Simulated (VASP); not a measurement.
# MnIr3O6 (Fm-3m) in VASP: relaxation of cell and atoms with PBE

Aim: the relaxation of cell and atoms of MnIr3O6 with PBE.

Program: VASP 6.6.1. These are calculated values, not measurements. Logs are shortened: lines on timing, memory, paths and dates and some standing lists are left out, and cuts for length are marked.

## (1) The cell of the first run

Symmetry: Fm-3m, No. 225, cubic system. The conventional cell has a = 7.666 Å, b = 7.666 Å, c = 7.666 Å, α = 90.00°, β = 90.00°, γ = 90.00°. Mn (site symmetry m-3m) has 6 O at 1.88 Å within 2.5 Å. Ir (site symmetry -43m) has 12 O at 2.71 Å and 4 Mn at 3.32 Å and 4 Ir at 3.32 Å within 3.6 Å. Ir (site symmetry m-3m) has 6 O at 1.95 Å within 2.6 Å. Within 2.5 Å of O (site symmetry 4mm) lie 1 Mn at 1.88 Å and 1 Ir at 1.95 Å.

The cell was generated, and may not be a known phase.

## (2) Relaxation of cell and atoms, PBE, collinear spin, ferrimagnetic start

INCAR reads:

```
SYSTEM = MnIr3O6
  ALGO = Normal
  EDIFF = 1E-6
  EDIFFG = -0.01
  ENCUT = 600
  GGA = PE
  IBRION = 2
  ISIF = 3
  ISMEAR = 0
  ISPIN = 2
  LASPH = .True.
  LCHARG = .False.
  LMAXMIX = 4
  LORBIT = 11
  LREAL = .False.
  LUSENCCL = .False.
  LWAVE = .False.
  MAGMOM = -2.5 1.56 1.56 1.56 0.21 0.21 0.21 0.21 0.21 0.21
  NELM = 150
  NSW = 100
  PREC = Accurate
  SIGMA = 0.1
```

KPOINTS reads:

```
k-points
0
Gamma
  8 8 8
  0 0 0
```

POSCAR reads:

```
MnIr3O6
1.0
    0.0000000000      3.8332305602      3.8332305602
    3.8332305602      0.0000000000      3.8332305602
    3.8332305602      3.8332305602      0.0000000000
Mn Ir O
1 3 6
Direct
    0.5000000000      0.5000000000      0.5000000000
    0.2500000000      0.2500000000      0.2500000000
    0.7500000000      0.7500000000      0.7500000000
    0.0000000000      0.0000000000      0.0000000000
    0.7451727419      0.2548272581      0.2548272581
    0.2548272581      0.7451727419      0.2548272581
    0.2548272581      0.7451727419      0.7451727419
    0.7451727419      0.2548272581      0.7451727419
    0.2548272581      0.2548272581      0.7451727419
    0.7451727419      0.7451727419      0.2548272581
```

Potentials or basis: VASP PAW PBE potentials, release 64 (Mn_pv, Ir, O).

Started as:

```
> cat potpaw_PBE.64/Mn_pv/POTCAR potpaw_PBE.64/Ir/POTCAR potpaw_PBE.64/O/POTCAR > POTCAR
> mpirun -np 1 vasp_std > vasp.out
```

OUTCAR:

```text
SYSTEM = MnIr3O6
   EDIFF = 1E-6
   EDIFFG = -0.01
   ENCUT = 600
   GGA = PE
   IBRION = 2
   ISIF = 3
   ISMEAR = 0
   ISPIN = 2
   LASPH = .True.
   LORBIT = 11
   LREAL = .False.
   NELM = 150
   NSW = 100
   PREC = Accurate

 ion  position               nearest neighbor table
   1  0.500  0.500  0.500-   5 1.88   6 1.88   7 1.88   8 1.88   9 1.88  10 1.88
   2  0.250  0.250  0.250-   4 3.32   4 3.32   4 3.32   4 3.32
   3  0.750  0.750  0.750-   4 3.32   4 3.32   4 3.32   4 3.32
   4  0.000  0.000  0.000-   5 1.95   6 1.95   7 1.95   8 1.95   9 1.95  10 1.95   3 3.32   3 3.32
                             2 3.32   3 3.32   3 3.32   2 3.32   2 3.32   2 3.32
   5  0.745  0.255  0.255-   1 1.88   4 1.95
   6  0.255  0.745  0.255-   1 1.88   4 1.95
   7  0.255  0.745  0.745-   1 1.88   4 1.95
   8  0.745  0.255  0.745-   1 1.88   4 1.95
   9  0.255  0.255  0.745-   1 1.88   4 1.95
  10  0.745  0.745  0.255-   1 1.88   4 1.95

  LATTYP: Found a face centered cubic cell.
 ALAT       =     7.6664611204

  Lattice vectors:

 A1 = (   0.0000000000,   3.8332305602,   3.8332305602)
 A2 = (   3.8332305602,   0.0000000000,   3.8332305602)
 A3 = (   3.8332305602,   3.8332305602,   0.0000000000)

Analysis of symmetry for initial positions (statically):
=====================================================================
 Subroutine PRICEL returns:
 Original cell was already a primitive cell.

 Routine SETGRP: Setting up the symmetry group for a
 face centered cubic supercell.

 Subroutine GETGRP returns: Found 48 space group operations
 (whereof 48 operations were pure point group operations)
 out of a pool of 48 trial point group operations.

The static configuration has the point symmetry O_h .

Analysis of symmetry for dynamics (positions and initial velocities):
=====================================================================
 Subroutine PRICEL returns:
 Original cell was already a primitive cell.

 Routine SETGRP: Setting up the symmetry group for a
 face centered cubic supercell.

 Subroutine GETGRP returns: Found 48 space group operations
 (whereof 48 operations were pure point group operations)
 out of a pool of 48 trial point group operations.

The dynamic configuration has the point symmetry O_h .

Analysis of structural, dynamic, and magnetic symmetry:
=====================================================================
 Subroutine PRICEL returns:
 Original cell was already a primitive cell.

 Routine SETGRP: Setting up the symmetry group for a
 face centered cubic supercell.

 Subroutine GETGRP returns: Found 48 space group operations
 (whereof 48 operations were pure point group operations)
[... 147 lines left out ...]
   LEPSILON=     F    determine dielectric tensor
   LRPA    =     F    only Hartree local field effects (RPA)
 conjugate gradient relaxation of ions
 spin polarized calculation
 Gauss-broadening in eV      SIGMA  =   0.10
  energy-cutoff  :      600.00
  volume of cell :      112.65
 maximum number of plane-waves:      3812
 NGX is ok and might be reduce to    48
   NGX = 21   NGY = 21   NGZ = 21

--------------------------------------- Ionic step        1  -------------------------------------------

 number of electron      76.0000003 magnetization       2.7683034

 Free energy of the ion-electron system (eV)
  ---------------------------------------------------
  ext. energy  EPLUGINS =         0.00000000
  ---------------------------------------------------
  free energy    TOTEN  =       -62.67812262 eV

  energy without entropy =      -62.62622658  energy(sigma->0) =      -62.65217460

------------------------ aborting loop because EDIFF is reached ----------------------------------------

  FORCE on cell =-STRESS in cart. coord.  units (eV):
  Direction    XX          YY          ZZ          XY          YZ          ZX
  --------------------------------------------------------------------------------------
  -------------------------------------------------------------------------------------
  Total        0.7996689      0.7996689      0.7996689      0.0000000     -0.0000000      0.0000000
  in kB       11.3735485     11.3735485     11.3735485      0.0000000     -0.0000000      0.0000000
  external PRESSURE =      11.3735485 kB  Pullay stress =       0.0000000 kB
[... 207 lines left out ...]
--------------------------------------- Ionic step        6  -------------------------------------------

 number of electron      75.9999999 magnetization       2.7424202

 Free energy of the ion-electron system (eV)
  ---------------------------------------------------
  ext. energy  EPLUGINS =         0.00000000
  ---------------------------------------------------
  free energy    TOTEN  =       -62.68130506 eV

  energy without entropy =      -62.62860391  energy(sigma->0) =      -62.65495448

 E-fermi :   5.8549     XC(G=0): -12.0998

 val. band max:        5.8530755733   @ k =  -0.3750   0.2500   0.0000
 cond. band min:       5.8583242734   @ k =  -0.3750   0.2500   0.1250
 fundamental gap:      0.0052487002
 Fermi energy:         5.8549426361

 spin component 1

 k-point     1 :       0.0000    0.0000    0.0000
  band No.  band energies     occupation
      1     -42.0586      1.00000
      2     -42.0586      1.00000
      3     -42.0586      1.00000
      4     -14.4126      1.00000
      5     -13.0492      1.00000
      6     -13.0492      1.00000
[... 1189 lines left out ...]
     46       8.6252      0.00000
     47       8.6571      0.00000

 [... further k-points ...]

 spin component 2

 k-point     1 :       0.0000    0.0000    0.0000
  band No.  band energies     occupation
      1     -45.0129      1.00000
      2     -45.0128      1.00000
      3     -45.0128      1.00000
      4     -14.1927      1.00000
      5     -12.8103      1.00000
      6     -12.8103      1.00000
[... 1228 lines left out ...]
  FREE ENERGIE OF THE ION-ELECTRON SYSTEM (eV)
  ---------------------------------------------------
  free  energy   TOTEN  =       -62.6813050565 eV

  energy  without entropy=      -62.6286039073  energy(sigma->0) =      -62.65495448

 reached required accuracy - stopping structural energy minimisation

 total charge

# of ion       s       p       d       tot
------------------------------------------
    1        0.322   6.421   4.957  11.700
    2        0.294   0.161   6.882   7.337
    3        0.294   0.161   6.882   7.337
    4        0.629   0.909   6.870   8.408
    5        1.579   3.368   0.000   4.948
    6        1.579   3.368   0.000   4.948
    7        1.579   3.368   0.000   4.948
    8        1.579   3.368   0.000   4.948
    9        1.579   3.368   0.000   4.948
   10        1.579   3.368   0.000   4.948
--------------------------------------------------
tot         11.014  27.864  25.590  64.467

 magnetization (x)

# of ion       s       p       d       tot
------------------------------------------
    1       -0.012  -0.023  -2.628  -2.663
    2        0.021   0.006   2.126   2.154
    3        0.021   0.006   2.126   2.154
    4       -0.000   0.005   0.038   0.043
    5        0.001   0.158   0.000   0.158
    6        0.001   0.158   0.000   0.158
    7        0.001   0.158   0.000   0.158
    8        0.001   0.158   0.000   0.158
    9        0.001   0.158   0.000   0.158
   10        0.001   0.158   0.000   0.158
--------------------------------------------------
tot          0.033   0.940   1.662   2.636
```

OSZICAR:

```text
N       E                     dE             d eps       ncg     rms          rms(c)
DAV:   1     0.103932583093E+04    0.10393E+04   -0.41240E+04  5532   0.189E+03
DAV:   2     0.647868116385E+02   -0.97454E+03   -0.93337E+03  5578   0.543E+02
DAV:   3    -0.720384255328E+02   -0.13683E+03   -0.12691E+03  7555   0.196E+02
[... 67 lines left out ...]
   5 F= -.62681289E+02 E0= -.62654922E+02  d E =-.237767E-03  mag=     2.7371
       N       E                     dE             d eps       ncg     rms          rms(c)
DAV:   1    -0.626812894329E+02    0.17452E-06   -0.63114E-03  5452   0.412E-01    0.341E-02
DAV:   2    -0.626813132864E+02   -0.23853E-04   -0.20296E-04  6920   0.812E-02    0.738E-02
DAV:   3    -0.626813050581E+02    0.82283E-05   -0.22791E-05  7192   0.356E-02    0.419E-02
DAV:   4    -0.626813050565E+02    0.16389E-08   -0.98197E-07  3498   0.826E-03
   6 F= -.62681305E+02 E0= -.62654954E+02  d E =-.253479E-03  mag=     2.7435
```

It took 22 min on 1 × NVIDIA H100 80GB with 1 thread of AMD EPYC 7R13 (Zen 3), shared host; peak memory 1.6 GiB.

What came out:

| Property | Result |
| --- | --- |
| Free energy | -62.6813 eV |
| Relaxed volume | 11.34 Å³/atom |
| Relaxed cell | a = 5.433 Å, b = 5.433 Å, c = 5.433 Å, α = 60.00°, β = 60.00°, γ = 60.00° |
| Space group after relaxing (to 0.1 Å) | Fm-3m (No. 225) |
| Energy gained by relaxing | 0.3 meV/atom |
| Ionic steps | 6 |
| Pressure after relaxing | 0.0 GPa |
| Net moment | 2.74 μB per cell |
| Site moments | Mn -2.66; Ir +2.15, +0.04 (each value once); O +0.16 μB |
| Valence electrons inside the program's atomic spheres | Mn 11.70; Ir 7.34, 8.41 (each value once); O 4.95 |

The path:
```
step  energy change (eV)  largest force (eV/Å)  pressure (GPa)  volume (Å³)
   1              0.0000                0.0407            1.14       112.65
   2             -0.0017                0.0555           -0.86       113.96
   3             -0.0029                0.0481           -0.10       113.43
   4             -0.0029                0.0478           -0.04       113.41
   5             -0.0032                0.0122            0.05       113.42
   6             -0.0032                0.0009           -0.02       113.42
```

Final structure:
```xyz
10
Lattice="0.0000 3.8420 3.8420 3.8420 0.0000 3.8420 3.8420 3.8420 0.0000" Properties=species:S:1:pos:R:3 pbc="T T T"
Mn    3.8420    3.8420    3.8420
Ir    1.9210    1.9210    1.9210
Ir    5.7630    5.7630    5.7630
Ir    0.0000    0.0000    0.0000
O     1.9552    3.8420    3.8420
O     3.8420    1.9552    3.8420
O     5.7288    3.8420    3.8420
O     3.8420    5.7288    3.8420
O     3.8420    3.8420    1.9552
O     3.8420    3.8420    5.7288
```

Caveat: spin-orbit coupling is left out, which moves the levels of the heavy elements; a cell with one magnetic atom can't hold antiferromagnetic order, which such compounds often take; semilocal functionals often make such compounds metallic where correlation or magnetic order opens a gap, which also shifts bond lengths. With open d or f shells a metallic result of PBE can be an artefact of self-interaction; +U or a hybrid may open a gap.
